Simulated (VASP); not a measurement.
Crystal: Mg.

```
Mg
1.0
     4.03533    0.00000    0.00000
     0.00000    4.03533    0.00000
     0.00000    0.00000    4.03533
Mg
3
Direct
  0.00000 0.50000 0.50000
  0.50000 0.00000 0.50000
  0.50000 0.50000 0.00000
```

```yaml
Program: VASP 6.6.1
Task: relaxation of cell and atoms
Functional: PBE
Potentials_or_basis: VASP PAW PBE potentials, release 64 (Mg)
Cutoff: 600 eV
k_mesh: 4 × 4 × 4
Occupations: gaussian, width 0.1 eV
Spin: no spin polarisation
```

At the start: pressure 10.1 GPa; volume 21.90 Å³/atom.

Task: How do energy, volume and symmetry change on relaxing?

Result: Over 4 steps the energy falls by 157.9 meV/atom and the volume is 28.02 Å³/atom (+27.9 %); space group Pm-3m (No. 221, to 0.05 Å).

The path:
```tsv
step	energy change (eV)	largest force (eV/Å)	pressure (GPa)	volume (Å³)
1	0.0000	0.0000	10.13	65.71
2	-0.4554	0.0000	1.46	79.78
3	-0.4724	0.0000	-0.36	85.20
4	-0.4738	0.0000	-0.02	84.05
```

Final structure:
```
Mg
1.0
     4.38046    0.00000    0.00000
     0.00000    4.38046    0.00000
     0.00000    0.00000    4.38046
Mg
3
Direct
  0.00000 0.50000 0.50000
  0.50000 0.00000 0.50000
  0.50000 0.50000 0.00000
```

Caveat: the k points lie up to 0.36 Å⁻¹ apart in the final cell; the volume moved by over 15 % at a fixed basis, so the end points are rough.
